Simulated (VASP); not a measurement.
# MnF2 (P4_2/mnm) in VASP: single point with PBE+U

Aim: the single point of MnF2 with PBE+U.

Everything below comes from runs of VASP 6.6.1. Logs are shortened: lines on timing, memory, paths and dates and some standing lists are left out, and cuts for length are marked.

## Step 1: The cell of the first run

It takes space group P4_2/mnm (No. 136, tetragonal). The conventional cell has a = 4.903 Å, b = 4.903 Å, c = 3.162 Å, α = 90.00°, β = 90.00°, γ = 90.00°. Within 2.6 Å of F (site symmetry m2m) lie 3 Mn at 1.98 to 2.27 Å and 1 F at 2.40 Å. Mn (site symmetry mmm) has 6 F at 1.98 to 2.27 Å within 2.6 Å.

## Step 2: Single point, PBE+U, collinear spin, antiferromagnetic start

Input file INCAR:

```
PREC     = Accurate       # precision mode
ENCUT    = 520            # plane-wave cutoff, eV
EDIFF    = 1E-6           # SCF threshold, eV
ISMEAR   = -1             # smearing method
SIGMA    = 0.1            # smearing width, eV
LREAL    = F              # projectors in reciprocal space
LASPH    = T              # aspherical terms in the spheres
NELM     = 150            # most SCF steps
ALGO     = Normal         # electronic algorithm
ISIF     = 2              # what is computed and relaxed
LWAVE    = F              # write WAVECAR
LCHARG   = T              # write CHGCAR
ISPIN    = 2              # spin polarisation
MAGMOM   = 0 0 0 0 4.1 -4.1 # initial moments
LORBIT   = 11             # projections on sites
LMAXMIX  = 4              # l up to which the mixer works
LDAU     = T              # DFT+U
LDAUTYPE = 2            
LDAUL    = -1 2           # shell
LDAUU    = 0 5.21         # U, eV
LDAUJ    = 0 0          
LDAUPRINT= 1            
GGA      = PE             # functional
LELF     = T              # ELF
LVHAR    = T            
NBANDS   = 40             # bands
```

Input file KPOINTS:

```
regular mesh
0
Gamma
  5 5 8
```

Input file POSCAR:

```
MnF2
1.0
    4.9028900000      0.0000000000      0.0000000000
    0.0000000000      4.9028900000      0.0000000000
    0.0000000000      0.0000000000      3.1617770000
F Mn
4 2
Direct
    0.3270000000      0.3270000000      0.0000000000
    0.1730000000      0.8270000000      0.5000000000
    0.6730000000      0.6730000000      0.0000000000
    0.8270000000      0.1730000000      0.5000000000
    0.0000000000      0.0000000000      0.0000000000
    0.5000000000      0.5000000000      0.5000000000
```

Potentials or basis: VASP PAW PBE potentials, release 64 (F, Mn_pv).

Run with:

```sh
cat potpaw_PBE.64/F/POTCAR potpaw_PBE.64/Mn_pv/POTCAR > POTCAR
mpirun -np 1 vasp_std > vasp.out
```

OUTCAR:

```text
PREC = Accurate
   ENCUT = 520
   EDIFF = 1E-6
   ISMEAR = -1
   LREAL = F
   LASPH = T
   NELM = 150
   ISIF = 2
   ISPIN = 2
   LORBIT = 11
   GGA = PE

 ion  position               nearest neighbor table
   1  0.327  0.327  0.000-   6 1.98   6 1.98   5 2.27
   2  0.173  0.827  0.500-   5 1.98   5 1.98   6 2.27
   3  0.673  0.673  0.000-   6 1.98   6 1.98   5 2.27
   4  0.827  0.173  0.500-   5 1.98   5 1.98   6 2.27
   5  0.000  0.000  0.000-   2 1.98   4 1.98   2 1.98   4 1.98   3 2.27   1 2.27
   6  0.500  0.500  0.500-   1 1.98   3 1.98   1 1.98   3 1.98   2 2.27   4 2.27

  LATTYP: Found a simple tetragonal cell.
 ALAT       =     4.9028900000
 C/A-ratio  =     0.6448802645

  Lattice vectors:

 A1 = (   4.9028900000,   0.0000000000,   0.0000000000)
 A2 = (   0.0000000000,   4.9028900000,   0.0000000000)
 A3 = (   0.0000000000,   0.0000000000,   3.1617770000)

Analysis of symmetry for initial positions (statically):
=====================================================================
 Subroutine PRICEL returns:
 Original cell was already a primitive cell.

 Routine SETGRP: Setting up the symmetry group for a
 simple tetragonal supercell.

 Subroutine GETGRP returns: Found 16 space group operations
 (whereof  8 operations were pure point group operations)
 out of a pool of 16 trial point group operations.

The static configuration has the point symmetry D_2h.
 The point group associated with its full space group is D_4h.

Analysis of symmetry for dynamics (positions and initial velocities):
=====================================================================
 Subroutine PRICEL returns:
 Original cell was already a primitive cell.

 Routine SETGRP: Setting up the symmetry group for a
 simple tetragonal supercell.

 Subroutine GETGRP returns: Found 16 space group operations
 (whereof  8 operations were pure point group operations)
 out of a pool of 16 trial point group operations.

The dynamic configuration has the point symmetry D_2h.
 The point group associated with its full space group is D_4h.

Analysis of structural, dynamic, and magnetic symmetry:
=====================================================================
 Subroutine PRICEL returns:
 Original cell was already a primitive cell.

 Routine SETGRP: Setting up the symmetry group for a
 simple tetragonal supercell.

 Subroutine GETGRP returns: Found 16 space group operations
 (whereof  8 operations were pure point group operations)
 out of a pool of 16 trial point group operations.

The overall configuration has the point symmetry D_2h.
 The point group associated with its full space group is D_4h.

 Subroutine INISYM returns: Found 16 space group operations
 (whereof  8 operations are pure point group operations),
 and found     1 'primitive' translations

----------------------------------------------------------------------------------------

                                     Primitive cell

  volume of cell :      76.0038

  direct lattice vectors                    reciprocal lattice vectors
     4.902890000  0.000000000  0.000000000     0.203961337  0.000000000  0.000000000
     0.000000000  4.902890000  0.000000000     0.000000000  0.203961337  0.000000000
     0.000000000  0.000000000  3.161777000     0.000000000  0.000000000  0.316277840

  length of vectors
     4.902890000  4.902890000  3.161777000     0.203961337  0.203961337  0.316277840

  position of ions in fractional coordinates (direct lattice)
[... 154 lines left out ...]
  o =  0.0178  v =  0.0000  0.0000  0.0000  0.0000  0.0000  0.0000  0.7071  0.0000  0.7071 -0.0000      0.0000  0.0000  0.0000  0.0000  0.0000  0.0000  0.0000  0.0000  0.0000  0.0000
  o =  0.0539  v =  0.0000  0.0000  0.0000  0.0000  0.0000 -0.6531  0.0000  0.7573  0.0000  0.0000      0.0000  0.0000  0.0000  0.0000  0.0000  0.0000  0.0000  0.0000  0.0000  0.0000
  o =  0.0892  v =  0.0000  0.0000  0.0000  0.0000  0.0000  0.0000  0.7071  0.0000 -0.7071 -0.0000      0.0000  0.0000  0.0000  0.0000  0.0000  0.0000  0.0000  0.0000  0.0000  0.0000
  o =  0.9499  v =  0.0000  0.0000  0.0000  0.0000 -1.0000  0.0000  0.0000  0.0000  0.0000  0.0000      0.0000  0.0000  0.0000  0.0000  0.0000  0.0000  0.0000  0.0000  0.0000  0.0000
  o =  0.9514  v =  0.6031 -0.0000  0.7977 -0.0000  0.0000  0.0000  0.0000  0.0000  0.0000  0.0000      0.0000  0.0000  0.0000  0.0000  0.0000  0.0000  0.0000  0.0000  0.0000  0.0000
  o =  0.9528  v =  0.0000 -0.7071  0.0000 -0.7071 -0.0000  0.0000  0.0000  0.0000  0.0000  0.0000      0.0000  0.0000  0.0000  0.0000  0.0000  0.0000  0.0000  0.0000  0.0000  0.0000
  o =  0.9758  v =  0.7977 -0.0000 -0.6031 -0.0000 -0.0000  0.0000  0.0000  0.0000  0.0000  0.0000      0.0000  0.0000  0.0000  0.0000  0.0000  0.0000  0.0000  0.0000  0.0000  0.0000
  o =  1.0063  v =  0.0000  0.7071  0.0000 -0.7071  0.0000  0.0000  0.0000  0.0000  0.0000  0.0000      0.0000  0.0000  0.0000  0.0000  0.0000  0.0000  0.0000  0.0000  0.0000  0.0000

atom =   6  type =  2  l = 2

 onsite density matrix

spin component  1

  0.0331  0.0000  0.0180  0.0000  0.0000
  0.0000  0.0535  0.0000  0.0357  0.0000
  0.0180  0.0000  0.0384  0.0000 -0.0000
  0.0000  0.0357  0.0000  0.0535  0.0000
  0.0000  0.0000 -0.0000  0.0000  0.0123

spin component  2

  0.9669  0.0000  0.0118  0.0000 -0.0000
  0.0000  0.9796  0.0000  0.0268  0.0000
  0.0118  0.0000  0.9603  0.0000 -0.0000
  0.0000  0.0268  0.0000  0.9796  0.0000
 -0.0000  0.0000 -0.0000  0.0000  0.9499

 occupancies and eigenvectors

  o =  0.0123  v =  0.0000  0.0000 -0.0000  0.0000 -1.0000  0.0000  0.0000  0.0000  0.0000  0.0000      0.0000  0.0000  0.0000  0.0000  0.0000  0.0000  0.0000  0.0000  0.0000  0.0000
  o =  0.0176  v = -0.7573  0.0000  0.6531  0.0000 -0.0000  0.0000  0.0000  0.0000  0.0000  0.0000      0.0000  0.0000  0.0000  0.0000  0.0000  0.0000  0.0000  0.0000  0.0000  0.0000
  o =  0.0178  v =  0.0000 -0.7071  0.0000  0.7071 -0.0000  0.0000  0.0000  0.0000  0.0000  0.0000      0.0000  0.0000  0.0000  0.0000  0.0000  0.0000  0.0000  0.0000  0.0000  0.0000
  o =  0.0539  v = -0.6531 -0.0000 -0.7573  0.0000  0.0000  0.0000  0.0000  0.0000  0.0000  0.0000      0.0000  0.0000  0.0000  0.0000  0.0000  0.0000  0.0000  0.0000  0.0000  0.0000
  o =  0.0892  v =  0.0000 -0.7071  0.0000 -0.7071 -0.0000  0.0000  0.0000  0.0000  0.0000  0.0000      0.0000  0.0000  0.0000  0.0000  0.0000  0.0000  0.0000  0.0000  0.0000  0.0000
  o =  0.9499  v =  0.0000  0.0000  0.0000  0.0000  0.0000  0.0000 -0.0000 -0.0000  0.0000 -1.0000      0.0000  0.0000  0.0000  0.0000  0.0000  0.0000  0.0000  0.0000  0.0000  0.0000
  o =  0.9514  v =  0.0000  0.0000  0.0000  0.0000  0.0000  0.6031  0.0000 -0.7977 -0.0000  0.0000      0.0000  0.0000  0.0000  0.0000  0.0000  0.0000  0.0000  0.0000  0.0000  0.0000
  o =  0.9528  v =  0.0000  0.0000  0.0000  0.0000  0.0000  0.0000  0.7071 -0.0000 -0.7071 -0.0000      0.0000  0.0000  0.0000  0.0000  0.0000  0.0000  0.0000  0.0000  0.0000  0.0000
  o =  0.9758  v =  0.0000  0.0000  0.0000  0.0000  0.0000  0.7977  0.0000  0.6031 -0.0000 -0.0000      0.0000  0.0000  0.0000  0.0000  0.0000  0.0000  0.0000  0.0000  0.0000  0.0000
  o =  1.0063  v =  0.0000  0.0000  0.0000  0.0000  0.0000  0.0000 -0.7071 -0.0000 -0.7071  0.0000      0.0000  0.0000  0.0000  0.0000  0.0000  0.0000  0.0000  0.0000  0.0000  0.0000

 number of electron      53.9999988 magnetization      -0.0000000

 Free energy of the ion-electron system (eV)
  ---------------------------------------------------
  ext. energy  EPLUGINS =         0.00000000
  ---------------------------------------------------
  free energy    TOTEN  =       -36.53605483 eV

  energy without entropy =      -36.53605480  energy(sigma->0) =      -36.53605482

 E-fermi :   4.1534     XC(G=0):  -9.8274

 val. band max:        2.4518064083   @ k =   0.2000   0.2000   0.0000
 cond. band min:       5.5349706020   @ k =   0.0000   0.0000   0.0000
 fundamental gap:      3.0831641937
 Fermi energy:         4.1534018604

 spin component 1

 k-point     1 :       0.0000    0.0000    0.0000
  band No.  band energies     occupation
      1     -46.2016      1.00000
      2     -46.1536      1.00000
      3     -46.0647      1.00000
      4     -41.1801      1.00000
      5     -41.1200      1.00000
      6     -41.0233      1.00000
[... 2009 lines left out ...]
     38      13.6873      0.00000
     39      14.7011      0.00000

 [... further k-points ...]

 [bands above 39 left out]

------------------------ aborting loop because EDIFF is reached ----------------------------------------

  FORCE on cell =-STRESS in cart. coord.  units (eV):
  Direction    XX          YY          ZZ          XY          YZ          ZX
  --------------------------------------------------------------------------------------
  -------------------------------------------------------------------------------------
  Total        5.4974566      5.4974566     13.4112376     -0.0000000      0.0000000      0.0000000
  in kB      115.8875703    115.8875703    282.7117793     -0.0000000      0.0000000      0.0000000
  external PRESSURE =     171.4956399 kB  Pullay stress =       0.0000000 kB

 VOLUME and BASIS-vectors are now :
 -----------------------------------------------------------------------------
  energy-cutoff  :      520.00
  volume of cell :       76.00
      direct lattice vectors                 reciprocal lattice vectors
     4.902890000  0.000000000  0.000000000     0.203961337  0.000000000  0.000000000
     0.000000000  4.902890000  0.000000000     0.000000000  0.203961337  0.000000000
     0.000000000  0.000000000  3.161777000     0.000000000  0.000000000  0.316277840

 POSITION                                       TOTAL-FORCE (eV/Angst)
 -----------------------------------------------------------------------------------
      1.60325      1.60325      0.00000        -1.545585     -1.545585      0.000000
      0.84820      4.05469      1.58089         1.545585     -1.545585      0.000000
      3.29964      3.29964      0.00000         1.545585      1.545585     -0.000000
      4.05469      0.84820      1.58089        -1.545585      1.545585     -0.000000
      0.00000      0.00000      0.00000         0.000000      0.000000      0.000000
      2.45145      2.45145      1.58089         0.000000      0.000000      0.000000
 -----------------------------------------------------------------------------------
    total drift:                                0.000000      0.000000      0.000000

  FREE ENERGIE OF THE ION-ELECTRON SYSTEM (eV)
  ---------------------------------------------------
  free  energy   TOTEN  =       -36.5360548339 eV

  energy  without entropy=      -36.5360547974  energy(sigma->0) =      -36.53605482

 total charge

# of ion       s       p       d       tot
------------------------------------------
    1        1.736   4.405   0.000   6.142
    2        1.736   4.405   0.000   6.142
    3        1.736   4.405   0.000   6.142
    4        1.736   4.405   0.000   6.142
    5        0.192   6.187   5.005  11.384
    6        0.192   6.187   5.005  11.384
--------------------------------------------------
tot          7.330  29.995  10.011  47.335

 magnetization (x)

# of ion       s       p       d       tot
------------------------------------------
    1       -0.002  -0.023   0.000  -0.025
    2        0.002   0.023   0.000   0.025
    3       -0.002  -0.023   0.000  -0.025
    4        0.002   0.023   0.000   0.025
    5        0.026   0.022   4.636   4.684
    6       -0.026  -0.022  -4.636  -4.684
--------------------------------------------------
tot          0.000   0.000   0.000   0.000
```

It took 2.3 min on 1 thread of Intel Xeon Platinum 8375C at 2.90GHz (Ice Lake), shared host; peak memory 0.27 GiB.

Results:

| Item | Value |
| --- | --- |
| Free energy | -36.5361 eV |
| Pressure | 17.1 GPa |
| Largest force | 2.186 eV/Å |
| Band gap on the k mesh | 3.08 eV (least direct gap 3.10 eV) |
| Net moment | 0.00 μB per cell |
| Site moments | F -0.03, +0.03 (each value once); Mn +4.68, -4.68 μB |
| Valence electrons inside the program's atomic spheres | F 6.14; Mn 11.38 |

Forces in eV/Å, atoms in the order of the input:
```
F   -1.546 -1.546  0.000
F    1.546 -1.546  0.000
F    1.546  1.546  0.000
F   -1.546  1.546  0.000
Mn   0.000  0.000  0.000
Mn   0.000  0.000  0.000
```

Stress tensor (GPa, compression positive):
```
11.59  0.00  0.00
 0.00 11.59  0.00
 0.00  0.00 28.27
```

Levels at points of the mesh, in eV from the valence-band top:
Spin up:
```tsv
k point	band 23	band 24	band 25	band 26	band 27	band 28	band 29	band 30	band 31	band 32
(0.00, 0.00, 0.00)	-2.92	-2.83	-2.23	-1.45	-0.02	3.08	5.66	6.11	6.15	6.87
(0.00, 0.00, 0.50)	-2.86	-2.82	-1.86	-1.71	-1.11	5.63	5.65	5.89	6.54	6.99
```
Spin down:
| k point | band 23 | band 24 | band 25 | band 26 | band 27 | band 28 | band 29 | band 30 | band 31 | band 32 |
| --- | --- | --- | --- | --- | --- | --- | --- | --- | --- | --- |
| (0.00, 0.00, 0.00) | -2.92 | -2.83 | -2.23 | -1.45 | -0.02 | 3.08 | 5.66 | 6.11 | 6.15 | 6.87 |
| (0.00, 0.00, 0.50) | -2.86 | -2.82 | -1.86 | -1.71 | -1.11 | 5.63 | 5.65 | 5.89 | 6.54 | 6.99 |

Eigenvalues of the final occupation matrices:
```tsv
site	spin	trace	eigenvalues
site 5 d	1	4.84	0.95 0.95 0.95 0.98 1.01
site 5 d	2	0.19	0.01 0.02 0.02 0.05 0.09
site 6 d	1	0.19	0.01 0.02 0.02 0.05 0.09
site 6 d	2	4.84	0.95 0.95 0.95 0.98 1.01
```

Caveat: the stress differs along the axes, from 12 to 28 GPa; forces of over 1 eV/Å act on the atoms, so gaps and moduli don't describe the material at rest.
